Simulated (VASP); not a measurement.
BP, 2 atoms in the cell. The structure is cubic, space group F-43m (No. 216). Conventional cell: a = 4.491 Å, b = 4.491 Å, c = 4.491 Å, α = 90.00°, β = 90.00°, γ = 90.00°. Within 2.6 Å of B (site symmetry -43m) lie 4 P at 1.94 Å. P (site symmetry -43m) has 4 B at 1.94 Å within 2.6 Å. 

| Item | Value |
| --- | --- |
| Program | VASP 6.6.1 |
| Task | relaxation of cell and atoms |
| Functional | LDA |
| Potentials or basis | VASP PAW LDA potentials, release 64 (B, P) |
| Cutoff | 600 eV |
| k mesh | 8 × 8 × 8 |
| Occupations | gaussian, width 0.01 eV |
| Spin | no spin polarisation |
| Target pressure | 4 GPa |
| Dipole correction | no |
| Further INCAR settings | ALGO = Normal; EDIFF = 1e-06; IBRION = 2; EDIFFG = -0.002; NSW = 100; ISIF = 3 |

Potentials or basis: VASP PAW LDA potentials, release 64 (B, P).

The run is started by

```console
$ cat potpaw_LDA.64/B/POTCAR potpaw_LDA.64/P/POTCAR > POTCAR
$ mpirun -np 1 vasp_std > vasp.out
```

Hardware: 1 thread of AMD EPYC 9R45 96-Core Processor (Zen 5), on a shared host.

Problem. Estimate the wall time of this run.

Solution. Run time: 7.6 s on 1 thread of AMD EPYC 9R45 96-Core Processor (Zen 5) (shared host), peak memory 0.11 GiB. Counts: scf iterations 25, k points 29, ion steps 3.
